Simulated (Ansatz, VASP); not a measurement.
**Two plane-wave programs on PbS**

```
Pb S
1.0
     2.11266    1.21975    3.45192
    -2.11266    1.21975    3.45192
     0.00000   -2.43949    3.45192
Pb S
1 1
Cartesian
  0.0000 0.0000 10.1545
  0.0000 0.0000 4.9193
```

Alike in both runs: functional PBEsol; k mesh 8 × 8 × 8; occupations fermi-dirac, width 0.05 eV; no spin polarisation.

```csv
,VASP,Ansatz
version,VASP 6.6.1,Ansatz 0.2.0
potentials or method,"VASP PAW PBE potentials, release 64 (Pb_d, S)",Ansatz PAW
plane-wave cutoff (eV),520,420
valence electrons in the cell,20,20
task,single point,band structure
```

|  | VASP | Ansatz | Ansatz less VASP |
| --- | --- | --- | --- |
| gap on the k mesh at the Fermi level (eV) | 0.35 | 0.35 | -0.005 |
| least direct gap on the mesh (eV) | 0.35 | 0.35 | -0.005 |
| pressure (GPa) | -2.1 | -2.0 | +0.05 |
| rms of the force components (eV/Å) | 0.004 | 0.004 | -0.0005 |

VASP's potentials were made for PBE, not for PBEsol. Atom by atom the forces differ by 0.000 eV/Å (rms over components). The functional is the same, so the differences come from potentials, cutoffs and numerics.

Spin-orbit coupling is off throughout.
